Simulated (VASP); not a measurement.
# NbCd3 (P4/mmm) in VASP: further runs

Runs on NbCd3. Level: LDA. Tasks: single point.

Program: VASP 6.6.1. These are calculated values, not measurements. Logs are shortened: lines on timing, memory, paths and dates and some standing lists are left out, and cuts for length are marked.

**1. The cell of the first run**

It takes space group P4/mmm (No. 123, tetragonal). Conventional cell: a = 4.131 Å, b = 4.131 Å, c = 4.215 Å, α = 90.00°, β = 90.00°, γ = 90.00°. Within 3.8 Å of Nb (site symmetry 4/mmm) lie 12 Cd at 2.92 to 2.95 Å. Cd (site symmetry mmm) has 8 Cd at 2.92 to 2.95 Å and 4 Nb at 2.95 Å within 3.8 Å. Cd (site symmetry 4/mmm) has 4 Nb at 2.92 Å and 8 Cd at 2.95 Å within 3.8 Å.

**2. Single point, LDA (equal xx and yy strain of -2 %)**

Input file INCAR:

```
SYSTEM = NbCd3
ALGO = Normal ; EDIFF = 1E-6
ENCUT = 520 ; GGA = CA
ISIF = 2 ; ISMEAR = -1
LASPH = .True. ; LCHARG = .False.
LREAL = .False. ; LWAVE = .False.
NBANDS = 32 ; NELM = 80
PREC = Accurate ; SIGMA = 0.08
```

Input file KPOINTS:

```
k-points
0
Gamma
  9 9 9
  0 0 0
```

Input file POSCAR:

```
NbCd3
1.0
    4.1307000000      0.0000000000      0.0000000000
    0.0000000000      4.1307000000      0.0000000000
    0.0000000000      0.0000000000      4.2150000000
Nb Cd
1 3
Direct
    0.0000000000      0.0000000000      0.0000000000
    0.0000000000      0.5000000000      0.5000000000
    0.5000000000      0.0000000000      0.5000000000
    0.5000000000      0.5000000000      0.0000000000
```

Potentials or basis: VASP PAW LDA potentials, release 64 (Nb_sv, Cd).

Started as:

```bash
> cat potpaw_LDA.64/Nb_sv/POTCAR potpaw_LDA.64/Cd/POTCAR > POTCAR
> mpirun -np 1 vasp_std > vasp.out
```

OUTCAR:

```text
SYSTEM = NbCd3
   EDIFF = 1E-6
   ENCUT = 520
   GGA = CA
   ISIF = 2
   ISMEAR = -1
   LASPH = .True.
   LREAL = .False.
   NELM = 80
   PREC = Accurate

 ion  position               nearest neighbor table
   1  0.000  0.000  0.000-   4 2.92   4 2.92   4 2.92   4 2.92   3 2.95   2 2.95   3 2.95   2 2.95
                             3 2.95   2 2.95   3 2.95   2 2.95
   2  0.000  0.500  0.500-   3 2.92   3 2.92   3 2.92   3 2.92   4 2.95   1 2.95   1 2.95   1 2.95
                             4 2.95   4 2.95   4 2.95   1 2.95
   3  0.500  0.000  0.500-   2 2.92   2 2.92   2 2.92   2 2.92   4 2.95   1 2.95   4 2.95   4 2.95
                             1 2.95   4 2.95   1 2.95   1 2.95
   4  0.500  0.500  0.000-   1 2.92   1 2.92   1 2.92   1 2.92   3 2.95   2 2.95   3 2.95   3 2.95
                             3 2.95   2 2.95   2 2.95   2 2.95

  LATTYP: Found a simple tetragonal cell.
 ALAT       =     4.1307000000
 C/A-ratio  =     1.0204081633

  Lattice vectors:

 A1 = (   4.1307000000,   0.0000000000,   0.0000000000)
 A2 = (   0.0000000000,   4.1307000000,   0.0000000000)
 A3 = (   0.0000000000,   0.0000000000,   4.2150000000)

Analysis of symmetry for initial positions (statically):
=====================================================================
 Subroutine PRICEL returns:
 Original cell was already a primitive cell.

 Routine SETGRP: Setting up the symmetry group for a
 simple tetragonal supercell.

 Subroutine GETGRP returns: Found 16 space group operations
 (whereof 16 operations were pure point group operations)
 out of a pool of 16 trial point group operations.

The static configuration has the point symmetry D_4h.

Analysis of symmetry for dynamics (positions and initial velocities):
=====================================================================
 Subroutine PRICEL returns:
 Original cell was already a primitive cell.

 Routine SETGRP: Setting up the symmetry group for a
 simple tetragonal supercell.

 Subroutine GETGRP returns: Found 16 space group operations
 (whereof 16 operations were pure point group operations)
 out of a pool of 16 trial point group operations.

The dynamic configuration has the point symmetry D_4h.

 Subroutine INISYM returns: Found 16 space group operations
 (whereof 16 operations are pure point group operations),
 and found     1 'primitive' translations

----------------------------------------------------------------------------------------

                                     Primitive cell

  volume of cell :      71.9192

  direct lattice vectors                    reciprocal lattice vectors
     4.130700000  0.000000000  0.000000000     0.242089718  0.000000000  0.000000000
     0.000000000  4.130700000  0.000000000     0.000000000  0.242089718  0.000000000
     0.000000000  0.000000000  4.215000000     0.000000000  0.000000000  0.237247924

  length of vectors
     4.130700000  4.130700000  4.215000000     0.242089718  0.242089718  0.237247924

  position of ions in fractional coordinates (direct lattice)
     0.000000000  0.000000000  0.000000000
     0.000000000  0.500000000  0.500000000
     0.500000000  0.000000000  0.500000000
     0.500000000  0.500000000  0.000000000

  ion indices of the primitive-cell ions
   primitive index   ion index
                 1           1
                 2           2
                 3           3
                 4           4

----------------------------------------------------------------------------------------

 KPOINTS: k-points

Automatic generation of k-mesh.
 Grid dimensions read from file:
 generate k-points for:    9    9    9

 Generating k-lattice:

  Cartesian coordinates                     Fractional coordinates (reciprocal lattice)
     0.026898858  0.000000000  0.000000000     0.111111111  0.000000000  0.000000000
     0.000000000  0.026898858  0.000000000     0.000000000  0.111111111  0.000000000
     0.000000000  0.000000000  0.026360880     0.000000000  0.000000000  0.111111111

  Length of vectors
     0.026898858  0.026898858  0.026360880

  Shift w.r.t. Gamma in fractional coordinates (k-lattice)
     0.000000000  0.000000000  0.000000000

 Subroutine IBZKPT returns following result:
 ===========================================

 Found     75 irreducible k-points:

 Following reciprocal coordinates:
            Coordinates               Weight
  0.000000  0.000000  0.000000      1.000000
  0.111111  0.000000  0.000000      4.000000
  0.222222  0.000000  0.000000      4.000000
  0.333333  0.000000  0.000000      4.000000
  0.444444  0.000000  0.000000      4.000000
  0.111111  0.111111  0.000000      4.000000
[... 16 lines left out ...]
  0.333333  0.111111  0.111111     16.000000
  0.444444  0.111111  0.111111     16.000000
 [... further k-points ...]
   k-points           NKPTS =     75   k-points in BZ     NKDIM =     75   number of bands    NBANDS=     32
   number of dos      NEDOS =    301   number of ions     NIONS =      4
   total plane-waves  NPLWV =  32768
   dimension x,y,z NGX =    32 NGY =   32 NGZ =   32
   dimension x,y,z NGXF=    64 NGYF=   64 NGZF=   64
   ions per type =               1   3
   NGX,Y,Z   is equivalent  to a cutoff of  12.88, 12.88, 12.62 a.u.
   NGXF,Y,Z  is equivalent  to a cutoff of  25.76, 25.76, 25.24 a.u.
 SYSTEM =  NbCd3
   PREC   = accura    normal or accurate (medium, high low for compatibility)
   ISTART =      0    job   : 0-new  1-cont  2-samecut
   ICHARG =      2    charge: 1-file 2-atom 10-const
   ISPIN  =      1    spin polarized calculation?
   LNONCOLLINEAR =      F non collinear calculations
   LSORBIT =      F    spin-orbit coupling
   LASPH  =      T    aspherical Exc in radial PAW
   ENCUT  =  520.0 eV  38.22 Ry    6.18 a.u.   7.68  7.68  7.84*2*pi/ulx,y,z
   NELM   =     80;   NELMIN=  2; NELMDL= -5     # of ELM steps
   EDIFF  = 0.1E-05   stopping-criterion for ELM
   LREAL  =      F    real-space projection
   EDIFFG = 0.1E-04   stopping-criterion for IOM
   NSW    =      0    number of steps for IOM
   IBRION =     -1    ionic relax: 0-MD 1-quasi-New 2-CG
   NFREE  =      0    steps in history (QN), initial steepest desc. (CG)
   ISIF   =      2    stress and relaxation
   ISYM   =      2    0-nonsym 1-usesym 2-fastsym
   POTIM  = 0.5000    time-step for ionic-motion
   TEBEG  =    0.0;   TEEND  =   0.0 temperature during run
   PSTRESS=    0.0 pullay stress
   NELECT =      49.0000    total number of electrons
   NUPDOWN=      -1.0000    fix difference up-down
   EMIN   =  10.00;   EMAX   =-10.00  energy-range for DOS
   EFERMI =   0.00;   METHOD = LEGACY
   ISMEAR =    -1;   SIGMA  =   0.08  broadening in eV -4-tet -1-fermi 0-gaus
   EFERMI_NEDOS =   21; number of points for ismear=-14 and -15
   IALGO  =     38    algorithm
   IMIX   =      4    mixing-type and parameters
     AMIX     =   0.40;   BMIX     =  1.00
     AMIX_MAG =   1.60;   BMIX_MAG =  1.00
  volume/ion in A,a.u.               =      17.98       121.33
  Fermi-wavevector in a.u.,A,eV,Ry     =   1.440540  2.722225 28.234192  2.075155
  Thomas-Fermi vector in A             =   2.559272
   LORBIT       =      0    0 simple, 1 ext, 2 COOP (PROOUT), +10 PAW based schemes
   GGA     = CA    functional components
   LHFCALC =     F    Hartree Fock is set to
   AEXX    =    0.0000 exact exchange contribution
   IVDW    =     0    specifies the selected vdW correction
   LEPSILON=     F    determine dielectric tensor
   LRPA    =     F    only Hartree local field effects (RPA)
 non-spin polarized calculation
  energy-cutoff  :      520.00
  volume of cell :       71.92
 maximum number of plane-waves:      1956
 NGX is ok and might be reduce to    32
   NGX = 15   NGY = 15   NGZ = 15

 number of electron      49.0000014 magnetization

 Free energy of the ion-electron system (eV)
  ---------------------------------------------------
  ext. energy  EPLUGINS =         0.00000000
  ---------------------------------------------------
  free energy    TOTEN  =       -15.48157904 eV

  energy without entropy =      -15.45133803  energy(sigma->0) =      -15.46645853

 E-fermi :   5.4373     XC(G=0): -12.4822

 val. band max:        5.4313915296   @ k =   0.3333   0.3333   0.0000
 cond. band min:       5.4812355584   @ k =   0.0000   0.0000   0.1111
 fundamental gap:      0.0498440288
 Fermi energy:         5.4373488110

 k-point     1 :       0.0000    0.0000    0.0000
  band No.  band energies     occupation
      1     -49.0663      2.00000
      2     -25.3195      2.00000
      3     -25.3001      2.00000
      4     -25.3001      2.00000
      5      -4.4784      2.00000
      6      -4.2338      2.00000
[... 24 lines left out ...]
     31      11.7371      0.00000
     32      13.0872      0.00000

 k-point     2 :       0.1111    0.0000    0.0000
  band No.  band energies     occupation
      1     -49.0661      2.00000
      2     -25.3197      2.00000
      3     -25.3038      2.00000
      4     -25.3004      2.00000
      5      -4.4260      2.00000
      6      -4.1865      2.00000
[... 24 lines left out ...]
     31      12.3797      0.00000
     32      13.1905      0.00000

 k-point     3 :       0.2222    0.0000    0.0000
  band No.  band energies     occupation
      1     -49.0658      2.00000
      2     -25.3201      2.00000
      3     -25.3131      2.00000
      4     -25.3009      2.00000
      5      -4.2828      2.00000
      6      -4.1214      2.00000
[... 24 lines left out ...]
     31      13.0384      0.00000
     32      13.2973      0.00000

 k-point     4 :       0.3333    0.0000    0.0000
  band No.  band energies     occupation
      1     -49.0655      2.00000
      2     -25.3237      2.00000
      3     -25.3205      2.00000
      4     -25.3016      2.00000
      5      -4.0893      2.00000
      6      -4.0478      2.00000
[... 24 lines left out ...]
     31      12.1948      0.00000
     32      12.4454      0.00000

 k-point     5 :       0.4444    0.0000    0.0000
  band No.  band energies     occupation
      1     -49.0652      2.00000
      2     -25.3306      2.00000
      3     -25.3208      2.00000
      4     -25.3020      2.00000
      5      -3.9911      2.00000
      6      -3.9289      2.00000
[... 584 lines left out ...]
     31      12.3945      0.00000
     32      13.6257      0.00000

 k-point    22 :       0.2222    0.1111    0.1111
  band No.  band energies     occupation
      1     -49.0656      2.00000
      2     -25.3230      2.00000
      3     -25.3129      2.00000
      4     -25.3042      2.00000
      5      -4.2258      2.00000
      6      -4.0459      2.00000
[... 24 lines left out ...]
     31      12.4258      0.00000
     32      13.2704      0.00000

 k-point    23 :       0.3333    0.1111    0.1111
  band No.  band energies     occupation
      1     -49.0653      2.00000
      2     -25.3239      2.00000
      3     -25.3221      2.00000
      4     -25.3046      2.00000
      5      -4.0697      2.00000
      6      -3.9587      2.00000
[... 24 lines left out ...]
     31      12.4841      0.00000
     32      12.7200      0.00000

 k-point    24 :       0.4444    0.1111    0.1111
  band No.  band energies     occupation
      1     -49.0650      2.00000
      2     -25.3294      2.00000
      3     -25.3231      2.00000
      4     -25.3048      2.00000
      5      -3.9639      2.00000
      6      -3.8482      2.00000
[... 24 lines left out ...]
     31      11.9546      0.00000
     32      12.9815      0.00000

 [... further k-points ...]

------------------------ aborting loop because EDIFF is reached ----------------------------------------

  FORCE on cell =-STRESS in cart. coord.  units (eV):
  Direction    XX          YY          ZZ          XY          YZ          ZX
  --------------------------------------------------------------------------------------
  -------------------------------------------------------------------------------------
  Total        1.8230495      1.8230495      1.0028297      0.0000000      0.0000000     -0.0000000
  in kB       40.6129145     40.6129145     22.3404991      0.0000000      0.0000000     -0.0000000
  external PRESSURE =      34.5221094 kB  Pullay stress =       0.0000000 kB

 VOLUME and BASIS-vectors are now :
 -----------------------------------------------------------------------------
  energy-cutoff  :      520.00
  volume of cell :       71.92
      direct lattice vectors                 reciprocal lattice vectors
     4.130700000  0.000000000  0.000000000     0.242089718  0.000000000  0.000000000
     0.000000000  4.130700000  0.000000000     0.000000000  0.242089718  0.000000000
     0.000000000  0.000000000  4.215000000     0.000000000  0.000000000  0.237247924

 POSITION                                       TOTAL-FORCE (eV/Angst)
 -----------------------------------------------------------------------------------
      0.00000      0.00000      0.00000         0.000000      0.000000      0.000000
      0.00000      2.06535      2.10750         0.000000      0.000000      0.000000
      2.06535      0.00000      2.10750         0.000000      0.000000      0.000000
      2.06535      2.06535      0.00000         0.000000      0.000000      0.000000
 -----------------------------------------------------------------------------------
    total drift:                                0.000000     -0.000000     -0.000000

  FREE ENERGIE OF THE ION-ELECTRON SYSTEM (eV)
  ---------------------------------------------------
  free  energy   TOTEN  =       -15.4815790351 eV

  energy  without entropy=      -15.4513380254  energy(sigma->0) =      -15.46645853
```

Run time: 1.8 min. Hardware: 1 thread of AMD EPYC 7R13 (Zen 3), shared host; peak memory 0.23 GiB.

Results:

```
Free energy            : -15.4816 eV
Pressure               : 3.5 GPa
Band gap on the k mesh : zero (an odd number of electrons rules out a gap without spin polarisation)
```

Caveat: the cell differs from its parent crystal (equal xx and yy strain of -2 %); the cell stands under pressure.

**3. Single point, LDA (equal xx and yy strain of -1 %)**

Input file INCAR:

```
ALGO = Normal
EDIFF = 1E-7
ENCUT = 520
GGA = CA
ISIF = 2
ISMEAR = -1
LASPH = True
LCHARG = False
LREAL = False
LWAVE = False
NBANDS = 32
NELM = 100
PREC = Accurate
SIGMA = 0.08
```

Input file KPOINTS:

```
k-points
0
Gamma
  9 9 9
```

Edit POSCAR of step 2 so:

```diff
@@ -2,4 +2,4 @@
 1.0
-    4.1307000000      0.0000000000      0.0000000000
-    0.0000000000      4.1307000000      0.0000000000
+    4.1728500000      0.0000000000      0.0000000000
+    0.0000000000      4.1728500000      0.0000000000
     0.0000000000      0.0000000000      4.2150000000
```

Potentials or basis: VASP PAW LDA potentials, release 64 (Nb_sv, Cd).

Started as:

```bash
> cat potpaw_LDA.64/Nb_sv/POTCAR potpaw_LDA.64/Cd/POTCAR > POTCAR
> mpirun -np 1 vasp_std > vasp.out
```

OUTCAR:

```text
EDIFF = 1E-7
   ENCUT = 520
   GGA = CA
   ISIF = 2
   ISMEAR = -1
   LASPH = True
   LREAL = False
   NELM = 100
   PREC = Accurate

 ion  position               nearest neighbor table
   1  0.000  0.000  0.000-   4 2.95   4 2.95   4 2.95   4 2.95   3 2.97   2 2.97   3 2.97   2 2.97
                             3 2.97   2 2.97   3 2.97   2 2.97
   2  0.000  0.500  0.500-   3 2.95   3 2.95   3 2.95   3 2.95   4 2.97   1 2.97   1 2.97   1 2.97
                             4 2.97   4 2.97   4 2.97   1 2.97
   3  0.500  0.000  0.500-   2 2.95   2 2.95   2 2.95   2 2.95   4 2.97   1 2.97   4 2.97   4 2.97
                             1 2.97   4 2.97   1 2.97   1 2.97
   4  0.500  0.500  0.000-   1 2.95   1 2.95   1 2.95   1 2.95   3 2.97   2 2.97   3 2.97   3 2.97
                             3 2.97   2 2.97   2 2.97   2 2.97

  LATTYP: Found a simple tetragonal cell.
 ALAT       =     4.1728500000
 C/A-ratio  =     1.0101010101

  Lattice vectors:

 A1 = (   4.1728500000,   0.0000000000,   0.0000000000)
 A2 = (   0.0000000000,   4.1728500000,   0.0000000000)
 A3 = (   0.0000000000,   0.0000000000,   4.2150000000)

Analysis of symmetry for initial positions (statically):
[... 179 lines left out ...]
 val. band max:        5.2129547955   @ k =   0.4444   0.0000   0.3333
 cond. band min:       5.2536683006   @ k =   0.3333   0.3333   0.0000
 fundamental gap:      0.0407135051
 Fermi energy:         5.2387363967

 k-point     1 :       0.0000    0.0000    0.0000
  band No.  band energies     occupation
      1     -49.3038      2.00000
      2     -25.5418      2.00000
      3     -25.5323      2.00000
      4     -25.5323      2.00000
      5      -4.5620      2.00000
      6      -4.3227      2.00000
[... 829 lines left out ...]
     31      11.6626      0.00000
     32      12.6630      0.00000

 [... further k-points ...]

------------------------ aborting loop because EDIFF is reached ----------------------------------------

  FORCE on cell =-STRESS in cart. coord.  units (eV):
  Direction    XX          YY          ZZ          XY          YZ          ZX
  --------------------------------------------------------------------------------------
  -------------------------------------------------------------------------------------
  Total        0.4642909      0.4642909      0.0874269      0.0000000      0.0000000      0.0000000
  in kB       10.1353238     10.1353238      1.9085019      0.0000000      0.0000000      0.0000000
  external PRESSURE =       7.3930498 kB  Pullay stress =       0.0000000 kB

 VOLUME and BASIS-vectors are now :
 -----------------------------------------------------------------------------
  energy-cutoff  :      520.00
  volume of cell :       73.39
      direct lattice vectors                 reciprocal lattice vectors
     4.172850000  0.000000000  0.000000000     0.239644368  0.000000000  0.000000000
     0.000000000  4.172850000  0.000000000     0.000000000  0.239644368  0.000000000
     0.000000000  0.000000000  4.215000000     0.000000000  0.000000000  0.237247924

 POSITION                                       TOTAL-FORCE (eV/Angst)
 -----------------------------------------------------------------------------------
      0.00000      0.00000      0.00000         0.000000      0.000000      0.000000
      0.00000      2.08643      2.10750         0.000000      0.000000      0.000000
      2.08643      0.00000      2.10750         0.000000      0.000000      0.000000
      2.08643      2.08643      0.00000         0.000000      0.000000      0.000000
 -----------------------------------------------------------------------------------
    total drift:                                0.000000     -0.000000     -0.000000

  FREE ENERGIE OF THE ION-ELECTRON SYSTEM (eV)
  ---------------------------------------------------
  free  energy   TOTEN  =       -15.5049368650 eV

  energy  without entropy=      -15.4733564967  energy(sigma->0) =      -15.48914668
```

stdout:

```text
POSCAR found type information on POSCAR NbCd
 POSCAR found :  2 types and       4 ions
 scaLAPACK will be used
 LDA part: xc-table for (Slater(with rela. corr.)+CA(PZ))
 , standard interpolation
 POSCAR, INCAR and KPOINTS ok, starting setup
 FFT: planning ... GRIDC
 FFT: planning ... GRID_SOFT
 FFT: planning ... GRID
 WAVECAR not read
 entering main loop
```

Wall time 1.9 min (1 thread of AMD EPYC 7R13 (Zen 3), shared host); peak memory 0.23 GiB.

What came out:

```yaml
Free_energy: -15.5049 eV
Pressure: 0.7 GPa
Band_gap_on_the_k_mesh: zero (an odd number of electrons rules out a gap without spin polarisation)
```

Stress tensor (GPa, compression positive):
```
1.01 0.00 0.00
0.00 1.01 0.00
0.00 0.00 0.19
```

Caveat: the cell differs from its parent crystal (equal xx and yy strain of -1 %).

The gap in the log of VASP goes by the Fermi energy; the results here count the filled bands.